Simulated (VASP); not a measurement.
WS2, 3 atoms in the cell. The cell holds a slab with vacuum, 3 atoms: a = 3.140 Å, b = 3.140 Å, c = 16.721 Å, α = 90.00°, β = 90.00°, γ = 120.00°.  This cell differs from its parent crystal: volume scaled by 0.96.

```yaml
Program: VASP 6.6.1
Task: single point
Functional: PBE
Potentials_or_basis: VASP PAW PBE potentials, release 64 (W_sv, S)
Cutoff: 520 eV
k_mesh: 10 × 10 × 2
Occupations: fermi-dirac, width 0.05 eV
Spin: no spin polarisation
Dipole_correction: no
Further_INCAR_settings: ALGO = Normal; EDIFF = 1e-06; NBANDS = 20
```

Potentials or basis: VASP PAW PBE potentials, release 64 (W_sv, S).

The run is started by

```bash
$ cat potpaw_PBE.64/W_sv/POTCAR potpaw_PBE.64/S/POTCAR > POTCAR
$ mpirun -np 1 vasp_std > vasp.out
```

Hardware: 1 thread of AMD EPYC 7R43 64-Core Processor (Zen 3) (shared host).

Estimate the wall time of this run.

Run time: 2.2 min on 1 thread of AMD EPYC 7R43 64-Core Processor (Zen 3) (shared host), peak memory 0.24 GiB. Counts: scf iterations 21, k points 28.
